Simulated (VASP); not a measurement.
Crystal: TaN.

```
CELL_PARAMETERS angstrom
3.05000 0.00000 0.00000
-1.52500 2.64138 0.00000
0.00000 0.00000 4.94000
ATOMIC_POSITIONS crystal
Ta 0.33333 0.66667 0.00000
Ta 0.66667 0.33333 0.50000
N 0.33333 0.66667 0.38500
N 0.66667 0.33333 0.88500
```

Base run:

| Item | Value |
| --- | --- |
| Program | VASP 6.6.1 |
| Functional | PBE |
| Potentials or basis | VASP PAW PBE potentials, release 64 (Ta_pv, N) |
| Cutoff | 520 eV |
| k mesh | 21 × 21 × 12 |
| Occupations | gaussian, width 0.1 eV |
| Spin | no spin polarisation |

Its results: band gap on the k mesh zero (bands 16 and 17 overlap by 2.86 eV); pressure 140.3 GPa; largest force 2.367 eV/Å.

Task: After a change of settings the same cell gave: band gap on the k mesh zero (bands 16 and 17 overlap by 2.86 eV); pressure 138.2 GPa; largest force 3.656 eV/Å. Which change was it?
A. k mesh from 21 × 21 × 12 to 9 × 9 × 4; further incar settings from ALGO = Normal; EDIFF = 1e-06; NBANDS = 24 to ALGO = Normal; EDIFF = 1e-07; NBANDS = 24
B. k mesh from 21 × 21 × 12 to 3 × 3 × 2
C. k mesh from 21 × 21 × 12 to 6 × 6 × 2
D. k mesh from 21 × 21 × 12 to 15 × 15 × 8; further incar settings from ALGO = Normal; EDIFF = 1e-06; NBANDS = 24 to ALGO = Normal; EDIFF = 1e-07; NBANDS = 24

Result: B.

Caveats: some runs use coarse meshes; spin-orbit coupling is left out, which moves the levels of the heavy elements; forces of over 1 eV/Å act on the atoms, so gaps and moduli don't describe the material at rest; the cell stands under pressure (at least some runs).
